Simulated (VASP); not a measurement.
Wanted: the native input for a VASP 6.6.1 run.

- Task: single point
- Functional: PBE
- Potentials or basis: VASP PAW PBE potentials, release 64 (La, Lu, N)
- Cutoff: 520 eV
- k mesh: 12 × 12 × 4
- Occupations: gaussian, width 0.01 eV
- Spin: non-collinear spin, zero start, spin-orbit coupling
- Starting moments: [[0.0, 0.0, 0.0], [0.0, 0.0, 0.0], [0.0, 0.0, 0.0], [0.0, 0.0, 0.0], [0.0, 0.0, 0.0], [0.0, 0.0, 0.0]] μB
- Dipole correction: no
- k mesh for the DOS: 18 × 18 × 6
- Occupations for the DOS: tetrahedron
- Further INCAR settings: ALGO = Normal; EDIFF = 1e-06

Crystal: La2LuN3.

```
La Lu N
1.0
     3.61852    0.00000    0.00000
    -1.80926    3.13373    0.00000
     0.00000    0.00000    8.93793
La Lu N
2 1 3
Direct
  0.33333 0.66667 0.67607
  0.66667 0.33333 0.32393
  0.00000 0.00000 0.00000
  0.00000 0.00000 0.50000
  0.33333 0.66667 0.14900
  0.66667 0.33333 0.85100
```

One way to write it, as run:

POSCAR

```
La2LuN3
1.0
    3.6185177276      0.0000000289      0.0000000000
   -1.8092588888      3.1337282617      0.0000000000
    0.0000000000      0.0000000000      8.9379348000
La Lu N
2 1 3
Direct
    0.3333333333      0.6666666667      0.6760740000
    0.6666666667      0.3333333333      0.3239260000
    0.0000000000      0.0000000000      0.0000000000
    0.0000000000      0.0000000000      0.5000000000
    0.3333333333      0.6666666667      0.1489960000
    0.6666666667      0.3333333333      0.8510040000
```

INCAR.step1

```
PREC = Accurate
ENCUT = 520
EDIFF = 1E-6
ISMEAR = 0
SIGMA = 0.01
LREAL = F
LASPH = T
NELM = 150
ALGO = Normal
ISIF = 2
LWAVE = F
LCHARG = T
MAGMOM = 0 0 0 0 0 0 0 0 0 0 0 0 0 0 0 0 0 0
LSORBIT = T
GGA_COMPAT = F
LORBMOM = T
LMAXMIX = 6
GGA = PE
NBANDS = 78
KPAR = 4
```

KPOINTS.step1

```
regular mesh
0
Gamma
  12 12 4
```

INCAR.step2

```
PREC = Accurate
ENCUT = 520
EDIFF = 1E-6
ISMEAR = -5
SIGMA = 0.01
LREAL = F
LASPH = T
NELM = 150
ALGO = Normal
ISIF = 2
LWAVE = F
LCHARG = F
MAGMOM = 0 0 0 0 0 0 0 0 0 0 0 0 0 0 0 0 0 0
LORBIT = 11
LSORBIT = T
GGA_COMPAT = F
LORBMOM = T
LMAXMIX = 6
GGA = PE
NEDOS = 1001
ICHARG = 11
KPAR = 4
```

KPOINTS.step2

```
regular mesh
0
Gamma
  18 18 6
```

Potentials or basis: VASP PAW PBE potentials, release 64 (La, Lu, N).

Run with:

```console
$ cat potpaw_PBE.64/La/POTCAR potpaw_PBE.64/Lu/POTCAR potpaw_PBE.64/N/POTCAR > POTCAR
$ cp INCAR.step1 INCAR
$ cp KPOINTS.step1 KPOINTS
$ mpirun -np 4 vasp_ncl > vasp.out
$ cp INCAR.step2 INCAR
$ cp KPOINTS.step2 KPOINTS
$ mpirun -np 4 vasp_ncl > vasp.out
```

It gave:

```
Net moment                                            : 0.00 μB per cell
Valence electrons inside the program's atomic spheres : La 8.64; Lu 23.16; N 3.62, 3.61 (each value once)
```

Wall time 15 min on 4 MPI ranks on AMD EPYC 9R45 96-Core Processor (Zen 5), with other jobs on the host, peak memory 2 GiB a rank.
